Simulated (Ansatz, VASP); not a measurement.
**Al2O3 in VASP and in Ansatz**

```
CELL_PARAMETERS angstrom
2.40394 1.38792 4.37421
-2.40394 1.38792 4.37421
0.00000 -2.77583 4.37421
ATOMIC_POSITIONS crystal
Al 0.64789 0.64789 0.64789
Al 0.85211 0.85211 0.85211
Al 0.14789 0.14789 0.14789
Al 0.35211 0.35211 0.35211
O 0.44385 0.05615 0.75000
O 0.94385 0.25000 0.55615
O 0.05615 0.75000 0.44385
O 0.75000 0.44385 0.05615
O 0.25000 0.55615 0.94385
O 0.55615 0.94385 0.25000
```

Alike in both runs: task single point; functional PBE; k mesh 7 × 7 × 7; occupations fermi-dirac, width 0.01 eV; no spin polarisation.

```csv
,VASP,Ansatz
version,VASP 6.6.1,Ansatz 0.2.0
potentials or method,"VASP PAW PBE potentials, release 64 (Al, O), cutoff 520 eV",plane-wave PAW DFT
valence electrons in the cell,48,48
```

```tsv
	VASP	Ansatz	Ansatz less VASP
gap on the k mesh at the Fermi level (eV)	5.85	5.86	+0.006
```
